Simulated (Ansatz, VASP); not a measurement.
# Two plane-wave programs on AlCo

File INCAR:

```
PREC = Accurate ; ENCUT = 520
EDIFF = 1E-6 ; ISMEAR = -1
SIGMA = 0.08 ; LREAL = F
LASPH = T ; NELM = 80
ALGO = Normal ; ISIF = 2
LWAVE = F ; LCHARG = F
GGA = PE ; NBANDS = 13
```

KPOINTS

```
Automatic mesh
0
Gamma
  14 14 14
```

File POSCAR:

```
AlCo
1.0
    0.0000000000      2.2775511860      2.2775511860
    2.2775511860      0.0000000000      2.2775511860
    2.2775511860      2.2775511860      0.0000000000
Co Al
1 1
Direct
    0.0000000000      0.0000000000      0.0000000000
    0.5000000000      0.5000000000      0.5000000000
```

Input for Ansatz:

```yaml
crystal:
  lattice:
    - [0.0, 2.277551186, 2.277551186]
    - [2.277551186, 0.0, 2.277551186]
    - [2.277551186, 2.277551186, 0.0]
  atoms:
    - { symbol: Co, position: [0.0, 0.0, 0.0] }
    - { symbol: Al, position: [0.5, 0.5, 0.5] }
kpoints:
  mp_grid: { grid: [14, 14, 14] }
scf:
  occupations: { method: fermi_dirac, width: 0.08 }
hamiltonian:
  xc: pbe
  pseudopotentials: { kind: paw }
output:
  forces: true
  stress: true
  eigenvalues: true
  write_density: true
  write_potential: true
  elf: true
  volumetric_format: npy
```

Change from the starting cell: volume scaled by 0.86, to set the pressure.

Alike in both runs: task single point; functional PBE; k mesh 14 × 14 × 14; occupations fermi-dirac, width 0.08 eV; no spin polarisation.

|  | VASP | Ansatz |
| --- | --- | --- |
| version | VASP 6.6.1 | Ansatz 0.2.0 |
| potentials or method | VASP PAW PBE potentials, release 64 (Co, Al) | PAW with Ansatz's default frozen-core files, scalar-relativistic |
| plane-wave cutoff (eV) | 520 | 420 |
| valence electrons in the cell | 12 | 20 |

```csv
,VASP,Ansatz,Ansatz less VASP
pressure (GPa),24.8,24.8,-0.01
```

VASP's potentials hold 12 valence electrons a cell and Ansatz's 20, so a difference there can come from the potentials and not from the codes.
